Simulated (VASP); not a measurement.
# Pd (Fm-3m) in VASP: notebook

Aim: see how the results for Pd move with the level of theory and the settings. Levels: PBE, LDA, PBEsol. Tasks: single point, relaxation of cell and atoms.

Program: VASP 6.6.1. These are calculated values, not measurements. Logs are shortened: lines on timing, memory, paths and dates and some standing lists are left out, and cuts for length are marked.

## Step 1: The cell of the first run

Symmetry: Fm-3m, No. 225, cubic system. The conventional cell has a = 3.893 Å, b = 3.893 Å, c = 3.893 Å, α = 90.00°, β = 90.00°, γ = 90.00°. Within 3.6 Å of Pd (site symmetry m-3m) lie 12 Pd at 2.75 Å.

## Step 2: Single point, PBE

Input file INCAR:

```
SYSTEM = Pd
PREC = Accurate
ENCUT = 520
EDIFF = 1E-6
ISMEAR = 0
SIGMA = 0.011
LREAL = .FALSE.
LASPH = .TRUE.
NELM = 60
ALGO = Normal
ISIF = 2
LWAVE = .FALSE.
LCHARG = .FALSE.
GGA = PE
NBANDS = 11
```

Input file KPOINTS:

```
Automatic mesh
0
G
  12 12 12
  0 0 0
```

Input file POSCAR:

```
Pd
1.0
    0.0000000000      1.9465000000      1.9465000000
    1.9465000000      0.0000000000      1.9465000000
    1.9465000000      1.9465000000      0.0000000000
Pd
1
Direct
    0.0000000000      0.0000000000      0.0000000000
```

Potentials or basis: VASP PAW PBE potentials, release 64 (Pd).

On the command line:

```
> cat potpaw_PBE.64/Pd/POTCAR > POTCAR
> mpirun -np 1 vasp_std > vasp.out
```

OUTCAR:

```text
SYSTEM = Pd
   PREC = Accurate
   ENCUT = 520
   EDIFF = 1E-6
   ISMEAR = 0
   LREAL = .FALSE.
   LASPH = .TRUE.
   NELM = 60
   ISIF = 2
   GGA = PE

 ion  position               nearest neighbor table
   1  0.000  0.000  0.000-

  LATTYP: Found a face centered cubic cell.
 ALAT       =     3.8930000000

  Lattice vectors:

 A1 = (   0.0000000000,   1.9465000000,   1.9465000000)
 A2 = (   1.9465000000,   0.0000000000,   1.9465000000)
 A3 = (   1.9465000000,   1.9465000000,   0.0000000000)

Analysis of symmetry for initial positions (statically):
[... 33 lines left out ...]
                                     Primitive cell

  volume of cell :      14.7500

  direct lattice vectors                    reciprocal lattice vectors
     0.000000000  1.946500000  1.946500000    -0.256871307  0.256871307  0.256871307
     1.946500000  0.000000000  1.946500000     0.256871307 -0.256871307  0.256871307
     1.946500000  1.946500000  0.000000000     0.256871307  0.256871307 -0.256871307

  length of vectors
     2.752766699  2.752766699  2.752766699     0.444914156  0.444914156  0.444914156

  position of ions in fractional coordinates (direct lattice)
     0.000000000  0.000000000  0.000000000

  ion indices of the primitive-cell ions
   primitive index   ion index
                 1           1

----------------------------------------------------------------------------------------

 KPOINTS: Automatic mesh

Automatic generation of k-mesh.
 Grid dimensions read from file:
 generate k-points for:   12   12   12

 Generating k-lattice:

  Cartesian coordinates                     Fractional coordinates (reciprocal lattice)
    -0.021405942  0.021405942  0.021405942     0.083333333  0.000000000  0.000000000
     0.021405942 -0.021405942  0.021405942     0.000000000  0.083333333  0.000000000
     0.021405942  0.021405942 -0.021405942     0.000000000  0.000000000  0.083333333

  Length of vectors
     0.037076180  0.037076180  0.037076180

  Shift w.r.t. Gamma in fractional coordinates (k-lattice)
     0.000000000  0.000000000  0.000000000

 Subroutine IBZKPT returns following result:
 ===========================================

 Found     72 irreducible k-points:

 Following reciprocal coordinates:
            Coordinates               Weight
  0.000000  0.000000  0.000000      1.000000
  0.083333  0.000000  0.000000      8.000000
  0.166667  0.000000  0.000000      8.000000
  0.250000  0.000000  0.000000      8.000000
[... 37 lines left out ...]
   ENCUT  =  520.0 eV  38.22 Ry    6.18 a.u.   5.12  5.12  5.12*2*pi/ulx,y,z
   NELM   =     60;   NELMIN=  2; NELMDL= -5     # of ELM steps
   EDIFF  = 0.1E-05   stopping-criterion for ELM
   LREAL  =      F    real-space projection
   EDIFFG = 0.1E-04   stopping-criterion for IOM
   NSW    =      0    number of steps for IOM
   IBRION =     -1    ionic relax: 0-MD 1-quasi-New 2-CG
   NFREE  =      0    steps in history (QN), initial steepest desc. (CG)
   ISIF   =      2    stress and relaxation
   ISYM   =      2    0-nonsym 1-usesym 2-fastsym
   POTIM  = 0.5000    time-step for ionic-motion
   TEBEG  =    0.0;   TEEND  =   0.0 temperature during run
   PSTRESS=    0.0 pullay stress
   NELECT =      10.0000    total number of electrons
   NUPDOWN=      -1.0000    fix difference up-down
   EMIN   =  10.00;   EMAX   =-10.00  energy-range for DOS
   EFERMI =   0.00;   METHOD = LEGACY
   ISMEAR =     0;   SIGMA  =   0.01  broadening in eV -4-tet -1-fermi 0-gaus
   EFERMI_NEDOS =   21; number of points for ismear=-14 and -15
   IALGO  =     38    algorithm
   IMIX   =      4    mixing-type and parameters
     AMIX     =   0.40;   BMIX     =  1.00
     AMIX_MAG =   1.60;   BMIX_MAG =  1.00
  volume/ion in A,a.u.               =      14.75        99.54
  Fermi-wavevector in a.u.,A,eV,Ry     =   1.438171  2.717748 28.141404  2.068335
  Thomas-Fermi vector in A             =   2.557167
   LORBIT       =      0    0 simple, 1 ext, 2 COOP (PROOUT), +10 PAW based schemes
   GGA     = PE    functional components
   LHFCALC =     F    Hartree Fock is set to
   AEXX    =    0.0000 exact exchange contribution
   IVDW    =     0    specifies the selected vdW correction
   LEPSILON=     F    determine dielectric tensor
   LRPA    =     F    only Hartree local field effects (RPA)
 non-spin polarized calculation
 Gauss-broadening in eV      SIGMA  =   0.01
  energy-cutoff  :      520.00
  volume of cell :       14.75
 maximum number of plane-waves:       415
   NGX = 11   NGY = 11   NGZ = 11

 number of electron      10.0000000 magnetization

 number of electron       9.9999999 magnetization

 Free energy of the ion-electron system (eV)
  ---------------------------------------------------
  ext. energy  EPLUGINS =         0.00000000
  ---------------------------------------------------
  free energy    TOTEN  =        -5.20732377 eV

  energy without entropy =       -5.20669220  energy(sigma->0) =       -5.20700798

 E-fermi :   9.7478     XC(G=0): -13.1862

 val. band max:        9.7466166036   @ k =  -0.4167   0.3333   0.0833
 cond. band min:       9.7482108777   @ k =   0.5000   0.0000   0.0000
 fundamental gap:      0.0015942741
 Fermi energy:         9.7478128129

 k-point     1 :       0.0000    0.0000    0.0000
  band No.  band energies     occupation
      1       2.6436      2.00000
      2       6.9352      2.00000
      3       6.9352      2.00000
      4       6.9352      2.00000
      5       8.5481      2.00000
      6       8.5481      2.00000
      7      26.9744      0.00000
      8      31.7557      0.00000
      9      31.7557      0.00000
     10      31.7557      0.00000
     11      35.9834      0.00000
[... 309 lines left out ...]
 k-point    24 :      -0.4167    0.1667    0.0000
  band No.  band energies     occupation
      1       5.0917      2.00000
      2       6.4624      2.00000
      3       7.4266      2.00000
      4       7.8480      2.00000
      5       9.5221      2.00000
      6      13.4002      0.00000
      7      17.3723      0.00000
      8      25.6204      0.00000
      9      28.6580      0.00000
     10      29.6808      0.00000
     11      36.0636      0.00000

 [... further k-points ...]
[... 5 lines left out ...]
  --------------------------------------------------------------------------------------
  -------------------------------------------------------------------------------------
  Total        0.6071886      0.6071886      0.6071886      0.0000000      0.0000000      0.0000000
  in kB       65.9539710     65.9539710     65.9539710      0.0000000      0.0000000      0.0000000
  external PRESSURE =      65.9539710 kB  Pullay stress =       0.0000000 kB

 VOLUME and BASIS-vectors are now :
 -----------------------------------------------------------------------------
  energy-cutoff  :      520.00
  volume of cell :       14.75
      direct lattice vectors                 reciprocal lattice vectors
     0.000000000  1.946500000  1.946500000    -0.256871307  0.256871307  0.256871307
     1.946500000  0.000000000  1.946500000     0.256871307 -0.256871307  0.256871307
     1.946500000  1.946500000  0.000000000     0.256871307  0.256871307 -0.256871307

 POSITION                                       TOTAL-FORCE (eV/Angst)
 -----------------------------------------------------------------------------------
      0.00000      0.00000      0.00000         0.000000      0.000000      0.000000
 -----------------------------------------------------------------------------------
    total drift:                                0.000000      0.000000      0.000000

  FREE ENERGIE OF THE ION-ELECTRON SYSTEM (eV)
  ---------------------------------------------------
  free  energy   TOTEN  =        -5.2073237651 eV

  energy  without entropy=       -5.2066921960  energy(sigma->0) =       -5.20700798
```

OSZICAR:

```text
N       E                     dE             d eps       ncg     rms          rms(c)
DAV:   1     0.414676388165E+02    0.41468E+02   -0.51259E+03  1592   0.849E+02
DAV:   2    -0.496350802621E+01   -0.46431E+02   -0.45048E+02  1734   0.180E+02
DAV:   3    -0.549142152678E+01   -0.52791E+00   -0.52667E+00  1916   0.210E+01
DAV:   4    -0.549356259067E+01   -0.21411E-02   -0.21407E-02  1914   0.139E+00
DAV:   5    -0.549358377815E+01   -0.21187E-04   -0.21187E-04  2068   0.124E-01    0.775E+00
DAV:   6    -0.522218003744E+01    0.27140E+00   -0.10608E+00  1953   0.847E+00    0.377E+00
DAV:   7    -0.521098155404E+01    0.11198E-01   -0.29044E-02  2071   0.118E+00    0.194E+00
DAV:   8    -0.520760600733E+01    0.33755E-02   -0.49210E-03  1886   0.659E-01    0.205E-01
DAV:   9    -0.520731810007E+01    0.28791E-03   -0.13841E-03  1998   0.312E-01    0.198E-02
DAV:  10    -0.520732436059E+01   -0.62605E-05   -0.70474E-06  2140   0.192E-02    0.651E-03
DAV:  11    -0.520732376514E+01    0.59545E-06   -0.22989E-06  1400   0.127E-02
   1 F= -.52073238E+01 E0= -.52070080E+01  d E =-.631569E-03
```

stdout:

```text
POSCAR found type information on POSCAR Pd
 POSCAR found :  1 types and       1 ions
 scaLAPACK will be used
 LDA part: xc-table for (Slater+PW92), standard interpolation
 POSCAR, INCAR and KPOINTS ok, starting setup
 FFT: planning ... GRIDC
 FFT: planning ... GRID_SOFT
 FFT: planning ... GRID
 WAVECAR not read
 entering main loop
```

Run time: 17 s. Hardware: 1 thread of Intel Xeon 8259CL, shared host; peak memory 0.13 GiB.

Results:

| Quantity | Value |
| --- | --- |
| Free energy | -5.2073 eV |
| Pressure | 6.6 GPa |
| Band gap on the k mesh | zero (band 5 reaches 10.06 eV, above the bottom of band 6 at 8.48 eV) |

Levels at points of the mesh, in eV from the Fermi level:
```tsv
k point	band 2	band 3	band 4	band 5	band 6	band 7	band 8	band 9
(0.00, 0.00, 0.00)	-2.81	-2.81	-2.81	-1.20	-1.20	17.23	22.01	22.01
(0.50, 0.00, 0.00)	-2.86	-2.86	0.00	0.00	1.05	7.35	16.59	21.14
(0.50, 0.50, 0.00)	-5.08	-0.03	0.31	0.31	3.38	10.81	13.25	13.25
```

## Step 3: Single point, LDA

This run uses another cell than the first one, of 14.13 Å³/atom, 0.958 times its volume.

Input file INCAR:

```
SYSTEM = Pd
PREC = Accurate
ENCUT = 520
EDIFF = 1E-6
ISMEAR = -1
SIGMA = 0.05
LREAL = .False.
LASPH = .True.
NELM = 80
ALGO = Fast
ISIF = 2
LWAVE = .False.
LCHARG = .True.
GGA = CA
LELF = .True.
LVHAR = .True.
NBANDS = 11
```

Input file KPOINTS:

```
Automatic mesh
0
Gamma
  12 12 12
  0 0 0
```

Input file POSCAR:

```
Pd
1.0
    0.0000000000      1.9189096730      1.9189096730
    1.9189096730      0.0000000000      1.9189096730
    1.9189096730      1.9189096730      0.0000000000
Pd
1
Direct
    0.0000000000      0.0000000000      0.0000000000
```

Potentials or basis: VASP PAW LDA potentials, release 64 (Pd).

On the command line:

```
> cat potpaw_LDA.64/Pd/POTCAR > POTCAR
> mpirun -np 1 vasp_std > vasp.out
```

Wall time 16 s (1 thread of Intel Xeon 8259CL, shared host); peak memory 0.13 GiB.

Results (log left out):

```yaml
Free_energy: -6.5098 eV
Pressure: 0.3 GPa
Band_gap_on_the_k_mesh: zero (band 5 reaches 10.65 eV, above the bottom of band 6 at 8.95 eV)
```

Levels at points of the mesh, in eV from the Fermi level:
| k point | band 2 | band 3 | band 4 | band 5 | band 6 | band 7 | band 8 | band 9 |
| --- | --- | --- | --- | --- | --- | --- | --- | --- |
| (0.00, 0.00, 0.00) | -3.06 | -3.06 | -3.06 | -1.29 | -1.29 | 17.17 | 22.14 | 22.14 |
| (0.50, 0.00, 0.00) | -3.10 | -3.10 | 0.00 | 0.00 | 0.88 | 7.63 | 16.56 | 21.36 |
| (0.50, 0.50, 0.00) | -5.49 | -0.01 | 0.34 | 0.34 | 3.28 | 11.20 | 13.33 | 13.33 |

(Continued in part 2 of 2.)
